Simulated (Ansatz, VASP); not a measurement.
Rh in VASP and in Ansatz

Contents of INCAR:

```
SYSTEM = Rh
PREC = Accurate
ENCUT = 520
EDIFF = 1E-6
ISMEAR = 0
SIGMA = 0.15
LREAL = .FALSE.
LASPH = .TRUE.
NELM = 80
ALGO = Fast
ISIF = 2
LWAVE = .FALSE.
LCHARG = .FALSE.
GGA = PE
NBANDS = 22
```

Contents of KPOINTS:

```
Automatic mesh
0
G
  18 18 10
  0 0 0
```

Contents of POSCAR:

```
Rh
1.0
    2.6976000000      0.0000000000      0.0000000000
   -1.3488000000      2.3361901292      0.0000000000
    0.0000000000      0.0000000000      4.3150000000
Rh
2
Direct
    0.6666666667      0.3333333333      0.7500000000
    0.3333333333      0.6666666667      0.2500000000
```

Input for Ansatz:

```yaml
crystal:
  lattice:
    - [2.6976, 0.0, 0.0]
    - [-1.3488, 2.3361901292, 0.0]
    - [0.0, 0.0, 4.315]
  atoms:
    - { symbol: Rh, position: [0.6666666667, 0.3333333333, 0.75] }
    - { symbol: Rh, position: [0.3333333333, 0.6666666667, 0.25] }
basis:
  ecutwfc: 420
kpoints:
  mp_grid: { grid: [18, 18, 10] }
hamiltonian:
  xc: pbe
  pseudopotentials: { kind: paw, azcp: { folder: soft_1 } }
scf:
  occupations: { method: gaussian, width: 0.15 }
output:
  forces: true
  stress: true
  eigenvalues: true
```

Alike in both runs: task single point; functional PBE; k mesh 18 × 18 × 10; occupations gaussian, width 0.15 eV; no spin polarisation.

|  | VASP | Ansatz |
| --- | --- | --- |
| version | VASP 6.6.1 | Ansatz 0.2.0 |
| potentials or method | VASP PAW PBE potentials, release 64 (Rh_pv), cutoff 520 eV | scalar-relativistic, plane waves, PAW |
| valence electrons in the cell | 30 | 34 |

```tsv
	VASP	Ansatz	Ansatz less VASP
gap on the k mesh at the Fermi level (eV)	none	none	-
pressure (GPa)	10.3	10.3	0.00
traceless stress, the component that is largest in VASP (GPa)	1.58	1.57	-0.008
```

A gap of «none» marks a metal or a gap that the smearing closes. The functional is the same, so the differences come from potentials, cutoffs and numerics. VASP's potentials hold 30 valence electrons a cell and Ansatz's 34, so a difference there can come from the potentials and not from the codes.
